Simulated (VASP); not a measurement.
# Sc3Al11 in VASP: notebook

Sc3Al11 is run at these levels: PBE; tasks: single point.

All numbers are computed with VASP 6.6.1; they aren't measurements. Logs are shortened: lines on timing, memory, paths and dates and some standing lists are left out, and cuts for length are marked.

## (1) The cell of the first run

The cell holds a slab with vacuum, 14 atoms: a = 4.105 Å, b = 4.105 Å, c = 27.316 Å, α = 90.00°, β = 90.00°, γ = 90.00°.

## (2) Single point, PBE

INCAR reads:

```
SYSTEM = Sc3Al11
PREC = Accurate ; ENCUT = 520
EDIFF = 1E-7 ; ISMEAR = 0
SIGMA = 0.1 ; LREAL = .False.
LASPH = .True. ; NELM = 80
ALGO = Normal ; ISIF = 2
LWAVE = .False. ; LCHARG = .True.
LDIPOL = .True. ; IDIPOL = 3
DIPOL = 0.5 0.5 0.500 ; GGA = PE
LELF = .True. ; LVHAR = .True.
LVACPOTAV = .True. ; NBANDS = 46
```

KPOINTS reads:

```
Automatic mesh
0
Gamma
  9 9 1
  0 0 0
```

POSCAR reads:

```
Sc3Al11
1.0
    4.1053305961      0.0000000000      0.0000000000
    0.0000000000      4.1053305961      0.0000000000
    0.0000000000      0.0000000000     27.3159917883
Al Sc
11 3
Direct
    0.0000000000      0.5000000000      0.2745644404
    0.5000000000      0.0000000000      0.2745644404
    0.5000000000      0.5000000000      0.3497096269
    0.0000000000      0.5000000000      0.4248548135
    0.5000000000      0.0000000000      0.4248548135
    0.5000000000      0.5000000000      0.5000000000
    0.0000000000      0.5000000000      0.5751451865
    0.5000000000      0.0000000000      0.5751451865
    0.5000000000      0.5000000000      0.6502903731
    0.0000000000      0.5000000000      0.7254355596
    0.5000000000      0.0000000000      0.7254355596
    0.0000000000      0.0000000000      0.3497096269
    0.0000000000      0.0000000000      0.5000000000
    0.0000000000      0.0000000000      0.6502903731
```

Potentials or basis: VASP PAW PBE potentials, release 64 (Al, Sc_sv).

Command:

```console
cat potpaw_PBE.64/Al/POTCAR potpaw_PBE.64/Sc_sv/POTCAR > POTCAR
mpirun -np 1 vasp_std > vasp.out
```

OUTCAR:

```text
SYSTEM = Sc3Al11
   PREC = Accurate
   ENCUT = 520
   EDIFF = 1E-7
   ISMEAR = 0
   LREAL = .False.
   LASPH = .True.
   NELM = 80
   ISIF = 2
   GGA = PE

 ion  position               nearest neighbor table
   1  0.000  0.500  0.275-   3 2.90  12 2.90  12 2.90   3 2.90   2 2.90   2 2.90   2 2.90   2 2.90

   2  0.500  0.000  0.275-   3 2.90  12 2.90   3 2.90  12 2.90   1 2.90   1 2.90   1 2.90   1 2.90

   3  0.500  0.500  0.350-   1 2.90   2 2.90   2 2.90   1 2.90  12 2.90  12 2.90  12 2.90  12 2.90
                             5 2.90   4 2.90   5 2.90   4 2.90
   4  0.000  0.500  0.425-   6 2.90  13 2.90  13 2.90   6 2.90   5 2.90   5 2.90   5 2.90   5 2.90
                             3 2.90  12 2.90  12 2.90   3 2.90
   5  0.500  0.000  0.425-   6 2.90  13 2.90   6 2.90  13 2.90   4 2.90   4 2.90   4 2.90   4 2.90
                             3 2.90  12 2.90  12 2.90   3 2.90
   6  0.500  0.500  0.500-   4 2.90   5 2.90   7 2.90   8 2.90   5 2.90   8 2.90   4 2.90   7 2.90
                            13 2.90  13 2.90  13 2.90  13 2.90
   7  0.000  0.500  0.575-   6 2.90  13 2.90  13 2.90   6 2.90   8 2.90   8 2.90   8 2.90   8 2.90
                             9 2.90  14 2.90   9 2.90  14 2.90
   8  0.500  0.000  0.575-   6 2.90  13 2.90   6 2.90  13 2.90   7 2.90   7 2.90   7 2.90   7 2.90
                             9 2.90  14 2.90  14 2.90   9 2.90
   9  0.500  0.500  0.650-  10 2.90  11 2.90  11 2.90  10 2.90  14 2.90  14 2.90  14 2.90  14 2.90
[... 5 lines left out ...]
  12  0.000  0.000  0.350-   1 2.90   2 2.90   1 2.90   2 2.90   3 2.90   3 2.90   3 2.90   3 2.90
                             4 2.90   5 2.90   5 2.90   4 2.90
  13  0.000  0.000  0.500-   4 2.90   5 2.90   7 2.90   8 2.90   4 2.90   7 2.90   5 2.90   8 2.90
                             6 2.90   6 2.90   6 2.90   6 2.90
  14  0.000  0.000  0.650-  10 2.90  11 2.90  10 2.90  11 2.90   9 2.90   9 2.90   9 2.90   9 2.90
                             8 2.90   7 2.90   8 2.90   7 2.90

  LATTYP: Found a simple tetragonal cell.
 ALAT       =     4.1053305961
 C/A-ratio  =     6.6537861322

  Lattice vectors:

 A1 = (   4.1053305961,   0.0000000000,   0.0000000000)
 A2 = (   0.0000000000,   4.1053305961,   0.0000000000)
 A3 = (   0.0000000000,   0.0000000000,  27.3159917883)

Analysis of symmetry for initial positions (statically):
=====================================================================
 Subroutine PRICEL returns:
 Original cell was already a primitive cell.

 Routine SETGRP: Setting up the symmetry group for a
 simple tetragonal supercell.

 Subroutine GETGRP returns: Found 16 space group operations
 (whereof 16 operations were pure point group operations)
 out of a pool of 16 trial point group operations.

The static configuration has the point symmetry D_4h.

Analysis of symmetry for dynamics (positions and initial velocities):
[... 150 lines left out ...]
   GGA     = PE    functional components
   LHFCALC =     F    Hartree Fock is set to
   AEXX    =    0.0000 exact exchange contribution
   IVDW    =     0    specifies the selected vdW correction
   LEPSILON=     F    determine dielectric tensor
   LRPA    =     F    only Hartree local field effects (RPA)
 non-spin polarized calculation
 Gauss-broadening in eV      SIGMA  =   0.10
  energy-cutoff  :      520.00
  volume of cell :      460.38
 maximum number of plane-waves:     12441
 NGX is ok and might be reduce to    32
   NGX = 15   NGY = 15   NGZ =101

 number of electron      65.9999988 magnetization

 dipolmoment           0.000000      0.000000      0.000000 electrons x Angstroem

 Free energy of the ion-electron system (eV)
  ---------------------------------------------------
  ext. energy  EPLUGINS =         0.00000000
  ---------------------------------------------------
  free energy    TOTEN  =       -62.86065204 eV

  energy without entropy =      -62.83574573  energy(sigma->0) =      -62.84819889

 E-fermi :   1.7449     XC(G=0):  -6.1505

 val. band max:        1.7330392553   @ k =   0.4444   0.4444   0.0000
 cond. band min:       1.7499510296   @ k =   0.3333   0.2222   0.0000
 fundamental gap:      0.0169117743
 Fermi energy:         1.7448843855

 k-point     1 :       0.0000    0.0000    0.0000
  band No.  band energies     occupation
      1     -47.2862      2.00000
      2     -47.2862      2.00000
      3     -47.2576      2.00000
      4     -26.0041      2.00000
      5     -26.0011      2.00000
      6     -25.9759      2.00000
[... 709 lines left out ...]
     44       4.2100      0.00000
     45       4.2872      0.00000
 [bands above 45 left out]

------------------------ aborting loop because EDIFF is reached ----------------------------------------

  FORCE on cell =-STRESS in cart. coord.  units (eV):
  Direction    XX          YY          ZZ          XY          YZ          ZX
  --------------------------------------------------------------------------------------
  -------------------------------------------------------------------------------------
  Total       -4.3411858     -4.3411858      2.5029508      0.0000000      0.0000000      0.0000000
  in kB      -15.1079559    -15.1079559      8.7106316      0.0000000      0.0000000      0.0000000
  external PRESSURE =      -7.1684267 kB  Pullay stress =       0.0000000 kB

 VOLUME and BASIS-vectors are now :
 -----------------------------------------------------------------------------
  energy-cutoff  :      520.00
  volume of cell :      460.38
      direct lattice vectors                 reciprocal lattice vectors
     4.105330596  0.000000000  0.000000000     0.243585742  0.000000000  0.000000000
     0.000000000  4.105330596  0.000000000     0.000000000  0.243585742  0.000000000
     0.000000000  0.000000000 27.315991788     0.000000000  0.000000000  0.036608592

 POSITION                                       TOTAL-FORCE (eV/Angst)
 -----------------------------------------------------------------------------------
      0.00000      2.05267      7.50000         0.000000     -0.000000     -0.164475
      2.05267      0.00000      7.50000         0.000000     -0.000000     -0.164475
      2.05267      2.05267      9.55267        -0.000000     -0.000000     -0.068051
      0.00000      2.05267     11.60533        -0.000000      0.000000     -0.036475
      2.05267      0.00000     11.60533         0.000000      0.000000     -0.036475
      2.05267      2.05267     13.65800         0.000000     -0.000000      0.000000
      0.00000      2.05267     15.71066        -0.000000     -0.000000      0.036475
      2.05267      0.00000     15.71066         0.000000      0.000000      0.036475
      2.05267      2.05267     17.76333         0.000000     -0.000000      0.068051
      0.00000      2.05267     19.81599        -0.000000     -0.000000      0.164475
      2.05267      0.00000     19.81599        -0.000000     -0.000000      0.164475
      0.00000      0.00000      9.55267        -0.000000     -0.000000      0.288459
      0.00000      0.00000     13.65800         0.000000     -0.000000      0.000000
      0.00000      0.00000     17.76333         0.000000     -0.000000     -0.288459
 -----------------------------------------------------------------------------------
    total drift:                                0.000000      0.000000      0.000000

  FREE ENERGIE OF THE ION-ELECTRON SYSTEM (eV)
  ---------------------------------------------------
  free  energy   TOTEN  =       -62.8606520393 eV

  energy  without entropy=      -62.8357457332  energy(sigma->0) =      -62.84819889

 vacuum level on the upper side and lower side of the slab         6.082         6.082
```

OSZICAR:

```text
N       E                     dE             d eps       ncg     rms          rms(c)
DAV:   1     0.732554304513E+03    0.73255E+03   -0.25501E+04  1564   0.116E+03
DAV:   2     0.366093165633E+01   -0.72889E+03   -0.70970E+03  1788   0.413E+02
DAV:   3    -0.639110747629E+02   -0.67572E+02   -0.63534E+02  2264   0.142E+02
[... 18 lines left out ...]
DAV:  22    -0.628606385902E+02   -0.26028E-04   -0.20586E-06  1520   0.484E-03    0.105E-03
DAV:  23    -0.628606495622E+02   -0.10972E-04   -0.76862E-07  1280   0.307E-03    0.435E-04
DAV:  24    -0.628606510967E+02   -0.15346E-05   -0.10692E-07  1384   0.156E-03    0.236E-04
DAV:  25    -0.628606518042E+02   -0.70750E-06   -0.27859E-08  1088   0.100E-03    0.123E-04
DAV:  26    -0.628606520125E+02   -0.20829E-06   -0.16459E-08  1108   0.703E-04    0.125E-04
DAV:  27    -0.628606520393E+02   -0.26816E-07   -0.53082E-09   992   0.605E-04
   1 F= -.62860652E+02 E0= -.62848199E+02  d E =-.249063E-01
```

Wall time 12 min (1 thread of AMD EPYC 7R43 (Zen 3), shared host); peak memory 0.56 GiB.

Results:

```
Free energy            : -62.8607 eV
Largest force          : 0.288 eV/Å
Band gap on the k mesh : zero (bands 33 and 34 overlap by 1.51 eV)
```

Forces on the atoms (eV/Å):
```
Al   0.000  0.000 -0.164
Al   0.000  0.000 -0.164
Al   0.000  0.000 -0.068
Al   0.000  0.000 -0.036
Al   0.000  0.000 -0.036
Al   0.000  0.000  0.000
Al   0.000  0.000  0.036
Al   0.000  0.000  0.036
Al   0.000  0.000  0.068
Al   0.000  0.000  0.164
Al   0.000  0.000  0.164
Sc   0.000  0.000  0.288
Sc   0.000  0.000  0.000
Sc   0.000  0.000 -0.288
```

## (3) Single point, PBE

INCAR reads:

```
SYSTEM = Sc3Al11
PREC = Accurate
ENCUT = 520
EDIFF = 1E-7
ISMEAR = 0
SIGMA = 0.1
LREAL = .False.
LASPH = .True.
NELM = 100
ALGO = Normal
ISIF = 2
LWAVE = .False.
LCHARG = .False.
LDIPOL = .True.
IDIPOL = 3
DIPOL = 0.5 0.5 0.500
GGA = PE
NBANDS = 46
```

KPOINTS reads:

```
regular mesh
0
Gamma
  9 9 1
  0 0 0
```

POSCAR reads:

```
Sc3Al11
1.0
    4.1053305961      0.0000000000      0.0000000000
    0.0000000000      4.1053305961      0.0000000000
    0.0000000000      0.0000000000     27.3159917883
Al Sc
11 3
Direct
    0.0000000000      0.5000000000      0.2720099418
    0.5000000000      0.0000000000      0.2720099418
    0.5000000000      0.5000000000      0.3477374006
    0.0000000000      0.5000000000      0.4242198642
    0.5000000000      0.0000000000      0.4242198642
    0.5000000000      0.5000000000      0.4999999925
    0.0000000000      0.5000000000      0.5757801221
    0.5000000000      0.0000000000      0.5757801221
    0.5000000000      0.5000000000      0.6522626026
    0.0000000000      0.5000000000      0.7279900768
    0.5000000000      0.0000000000      0.7279900768
    0.0000000000      0.0000000000      0.3495042319
    0.0000000000      0.0000000000      0.4999999937
    0.0000000000      0.0000000000      0.6504957688
```

Potentials or basis: VASP PAW PBE potentials, release 64 (Al, Sc_sv).

Command:

```console
cat potpaw_PBE.64/Al/POTCAR potpaw_PBE.64/Sc_sv/POTCAR > POTCAR
mpirun -np 1 vasp_std > vasp.out
```

It took 12 min on 1 thread of AMD EPYC 7R43 (Zen 3), shared host; peak memory 0.55 GiB.

It converged, with:

```yaml
Free_energy: -62.8880 eV
Largest_force: 0.010 eV/Å
Band_gap_on_the_k_mesh: zero (bands 33 and 34 overlap by 1.53 eV)
```

Forces in eV/Å, atoms in the order of the input:
```
Al   0.000  0.000 -0.005
Al   0.000  0.000 -0.005
Al   0.000  0.000 -0.010
Al   0.000  0.000 -0.001
Al   0.000  0.000 -0.001
Al   0.000  0.000  0.000
Al   0.000  0.000  0.001
Al   0.000  0.000  0.001
Al   0.000  0.000  0.010
Al   0.000  0.000  0.005
Al   0.000  0.000  0.005
Sc   0.000  0.000  0.005
Sc   0.000  0.000  0.000
Sc   0.000  0.000 -0.005
```

Levels at points of the mesh, in eV from the Fermi level:
```csv
k point,band 30,band 31,band 32,band 33,band 34,band 35
"(0.00, 0.00, 0.00)",-0.86,-0.86,-0.86,-0.03,0.99,1.11
```

## (4) Single point, PBE

INCAR reads:

```
ALGO = Normal
EDIFF = 1E-6
ENCUT = 520
GGA = PE
ISIF = 2
ISMEAR = 0
LASPH = True
LCHARG = True
LELF = True
LREAL = False
LVHAR = True
LWAVE = False
NBANDS = 46
NELM = 80
PREC = Accurate
SIGMA = 0.1
```

KPOINTS reads:

```
k-points
0
Gamma
  9 9 1
```

POSCAR reads:

```
Sc3Al11
1.0
    4.1053305961      0.0000000000      0.0000000000
    0.0000000000      4.1053305961      0.0000000000
    0.0000000000      0.0000000000     27.3159917883
Al Sc
11 3
Direct
    0.0000000000      0.5000000000      0.2745644404
    0.5000000000      0.0000000000      0.2745644404
    0.5000000000      0.5000000000      0.3497096269
    0.0000000000      0.5000000000      0.4248548135
    0.5000000000      0.0000000000      0.4248548135
    0.5000000000      0.5000000000      0.5000000000
    0.0000000000      0.5000000000      0.5751451865
    0.5000000000      0.0000000000      0.5751451865
    0.5000000000      0.5000000000      0.6502903731
    0.0000000000      0.5000000000      0.7254355596
    0.5000000000      0.0000000000      0.7254355596
    0.0000000000      0.0000000000      0.3497096269
    0.0000000000      0.0000000000      0.5000000000
    0.0000000000      0.0000000000      0.6502903731
```

Potentials or basis: VASP PAW PBE potentials, release 64 (Al, Sc_sv).

Command:

```console
cat potpaw_PBE.64/Al/POTCAR potpaw_PBE.64/Sc_sv/POTCAR > POTCAR
mpirun -np 1 vasp_std > vasp.out
```

OUTCAR:

```text
EDIFF = 1E-6
   ENCUT = 520
   GGA = PE
   ISIF = 2
   ISMEAR = 0
   LASPH = True
   LREAL = False
   NELM = 80
   PREC = Accurate

 ion  position               nearest neighbor table
   1  0.000  0.500  0.275-   3 2.90  12 2.90  12 2.90   3 2.90   2 2.90   2 2.90   2 2.90   2 2.90

   2  0.500  0.000  0.275-   3 2.90  12 2.90   3 2.90  12 2.90   1 2.90   1 2.90   1 2.90   1 2.90

[... 961 lines left out ...]

 VOLUME and BASIS-vectors are now :
 -----------------------------------------------------------------------------
  energy-cutoff  :      520.00
  volume of cell :      460.38
      direct lattice vectors                 reciprocal lattice vectors
     4.105330596  0.000000000  0.000000000     0.243585742  0.000000000  0.000000000
     0.000000000  4.105330596  0.000000000     0.000000000  0.243585742  0.000000000
     0.000000000  0.000000000 27.315991788     0.000000000  0.000000000  0.036608592

 POSITION                                       TOTAL-FORCE (eV/Angst)
 -----------------------------------------------------------------------------------
      0.00000      2.05267      7.50000         0.000000     -0.000000     -0.164475
      2.05267      0.00000      7.50000         0.000000      0.000000     -0.164475
      2.05267      2.05267      9.55267         0.000000      0.000000     -0.068040
      0.00000      2.05267     11.60533         0.000000     -0.000000     -0.036481
      2.05267      0.00000     11.60533         0.000000      0.000000     -0.036481
      2.05267      2.05267     13.65800         0.000000      0.000000      0.000000
      0.00000      2.05267     15.71066        -0.000000      0.000000      0.036481
      2.05267      0.00000     15.71066         0.000000      0.000000      0.036481
      2.05267      2.05267     17.76333         0.000000     -0.000000      0.068040
      0.00000      2.05267     19.81599        -0.000000      0.000000      0.164475
      2.05267      0.00000     19.81599        -0.000000      0.000000      0.164475
      0.00000      0.00000      9.55267        -0.000000     -0.000000      0.288337
      0.00000      0.00000     13.65800         0.000000      0.000000      0.000000
      0.00000      0.00000     17.76333         0.000000     -0.000000     -0.288337
 -----------------------------------------------------------------------------------
    total drift:                                0.000000      0.000000     -0.000000

  FREE ENERGIE OF THE ION-ELECTRON SYSTEM (eV)
  ---------------------------------------------------
  free  energy   TOTEN  =       -62.8606517040 eV

  energy  without entropy=      -62.8357452233  energy(sigma->0) =      -62.84819846
```

stdout:

```text
POSCAR found type information on POSCAR AlSc
 POSCAR found :  2 types and      14 ions
 scaLAPACK will be used
 LDA part: xc-table for (Slater+PW92), standard interpolation
 POSCAR, INCAR and KPOINTS ok, starting setup
 FFT: planning ... GRIDC
 FFT: planning ... GRID_SOFT
 FFT: planning ... GRID
 WAVECAR not read
 entering main loop
```

Run time: 17 min. Hardware: 1 thread of AMD EPYC 7R43 (Zen 3), shared host; peak memory 0.55 GiB.

Results:

- Free energy: -62.8607 eV
- Largest force: 0.288 eV/Å
- Band gap on the k mesh: zero (bands 33 and 34 overlap by 1.51 eV)

Forces on the atoms (eV/Å):
```
Al   0.000  0.000 -0.164
Al   0.000  0.000 -0.164
Al   0.000  0.000 -0.068
Al   0.000  0.000 -0.036
Al   0.000  0.000 -0.036
Al   0.000  0.000  0.000
Al   0.000  0.000  0.036
Al   0.000  0.000  0.036
Al   0.000  0.000  0.068
Al   0.000  0.000  0.164
Al   0.000  0.000  0.164
Sc   0.000  0.000  0.288
Sc   0.000  0.000  0.000
Sc   0.000  0.000 -0.288
```

Caveat: there is no dipole correction, which matters where the two faces differ.

[end of part 1 of 2]

The gap in the log of VASP goes by the Fermi energy; the results here count the filled bands.